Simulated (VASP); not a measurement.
Write the native input for VASP 6.6.1 that does the following.

* Task: relaxation of cell and atoms
* Functional: PBE
* Potentials or basis: VASP PAW PBE potentials, release 64 (Sb, Bi_d, Te, S)
* Cutoff: 600 eV
* k mesh: 12 × 12 × 4
* Occupations: gaussian, width 0.1 eV
* Spin: no spin polarisation
* Dipole correction: no
* Further INCAR settings: ALGO = Normal; EDIFF = 1e-07; IBRION = 2; EDIFFG = -0.01; NSW = 100; ISIF = 3

The structure of BiSbTe2S lies in POSCAR:

```
BiSbTe2S
1.0
    4.6125384224      0.0000000000      0.0000000000
   -2.3062692112      3.9945754497      0.0000000000
    0.0000000000      0.0000000000     11.3545019541
Sb Bi Te S
1 1 2 1
Direct
    0.3333333333      0.6666666667      0.0000000000
    0.3333333333      0.6666666667      0.5000000000
    0.3333333333      0.6666666667      0.2553507631
    0.3333333333      0.6666666667      0.7446492369
    0.6666666667      0.3333333333      0.0000000000
```

The cell was generated, and may not be a known phase.

The input as run:

INCAR

```
SYSTEM = BiSbTe2S
PREC = Accurate
ENCUT = 600
EDIFF = 1E-7
ISMEAR = 0
SIGMA = 0.1
LREAL = .FALSE.
LASPH = .TRUE.
NELM = 100
ALGO = Normal
ISIF = 3
LWAVE = .FALSE.
LCHARG = .FALSE.
GGA = PE
IBRION = 2
NSW = 100
EDIFFG = -0.01
```

KPOINTS

```
regular mesh
0
G
  12 12 4
  0 0 0
```

Potentials or basis: VASP PAW PBE potentials, release 64 (Sb, Bi_d, Te, S).

Command:

```sh
$ cat potpaw_PBE.64/Sb/POTCAR potpaw_PBE.64/Bi_d/POTCAR potpaw_PBE.64/Te/POTCAR potpaw_PBE.64/S/POTCAR > POTCAR
$ mpirun -np 1 vasp_std > vasp.out
```

It gave:

```yaml
Relaxed_volume: 42.74 Å³/atom
Relaxed_cell: a = 4.635 Å, b = 4.635 Å, c = 11.485 Å, α = 90.00°, β = 90.00°, γ = 120.00°
Space_group_after_relaxing_to_0.1_Å: P-6m2 (No. 187)
Energy_gained_by_relaxing: 3.9 meV/atom
Ionic_steps: 9
Pressure_after_relaxing: 0.0 GPa
Largest_force_after_relaxing: 0.004 eV/Å
Band_gap_on_the_k_mesh: zero (bands 19 and 20 overlap by 0.21 eV)
```

Caveat: spin-orbit coupling is left out, which moves the levels of the heavy elements.

It took 29 min on 1 thread of Intel(R) Xeon(R) Platinum 8488C (Sapphire Rapids), with other jobs on the host, peak memory 0.71 GiB.
